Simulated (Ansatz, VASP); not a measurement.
La2O3 in VASP and in Ansatz

POSCAR

```
La2O3
1.0
    3.9307780000      0.0000000000      0.0000000000
   -1.9653890000      3.4041530000      0.0000000000
    0.0000000000      0.0000000000      6.1119540000
La O
2 3
Direct
    0.6666666667      0.3333333333      0.7537640000
    0.3333333333      0.6666666667      0.2462360000
    0.6666666667      0.3333333333      0.3541090000
    0.3333333333      0.6666666667      0.6458910000
    0.0000000000      0.0000000000      0.0000000000
```

The input INCAR.step1:

```
PREC = Accurate
ENCUT = 520
ISMEAR = -1
SIGMA = 0.1
LREAL = False
LASPH = True
NELM = 60
NBANDS = 28
GGA = PE
ALGO = Normal
EDIFF = 1E-4
LWAVE = True
LCHARG = False
```

INCAR.step2

```
PREC = Accurate
ENCUT = 520
EDIFF = 1E-6
ISMEAR = -1
SIGMA = 0.1
LREAL = False
LASPH = True
NELM = 60
ALGO = Normal
ISIF = 2
LWAVE = False
LCHARG = False
METAGGA = R2SCAN
LMIXTAU = True
NBANDS = 28
ISTART = 1
```

Contents of KPOINTS:

```
regular mesh
0
Gamma
  6 6 4
```

Input for Ansatz:

```yaml
crystal:
  lattice:
    - [3.930778, 0.0, 0.0]
    - [-1.965389, 3.404153, 0.0]
    - [0.0, 0.0, 6.111954]
  atoms:
    - { symbol: La, position: [0.6666666666666666, 0.3333333333333333, 0.753764] }
    - { symbol: La, position: [0.33333333333333326, 0.6666666666666666, 0.24623600000000004] }
    - { symbol: O, position: [0.6666666666666666, 0.3333333333333333, 0.354109] }
    - { symbol: O, position: [0.33333333333333326, 0.6666666666666666, 0.645891] }
    - { symbol: O, position: [0.0, 0.0, 0.0] }
kpoints:
  mp_grid:
    grid: [6, 6, 4]
hamiltonian:
  xc: r2scan
  pseudopotentials:
    kind: paw
scf:
  occupations:
    method: fermi_dirac
output:
  stress: true
```

Alike in both runs: task single point; functional r2SCAN; k mesh 6 × 6 × 4; no spin polarisation.

```csv
,VASP,Ansatz
version,VASP 6.6.1,Ansatz 0.2.0
potentials or method,"VASP PAW PBE potentials, release 64 (La, O)","plane waves, PAW"
plane-wave cutoff (eV),520,500
occupations,"fermi-dirac, width 0.1 eV",fermi-dirac
valence electrons in the cell,40,40
```

Ansatz gave:

| Property | Result |
| --- | --- |
| pressure (GPa) | 0.6 |
| traceless stress, the component that is largest in VASP (GPa) | -0.01 |

Question: Which values does VASP return?

Answer: Pressure (GPa): 0.2; traceless stress, the component that is largest in VASP (GPa): 0.07.

VASP's potentials were made for PBE, not for r2SCAN.

Spin-orbit coupling is off throughout.
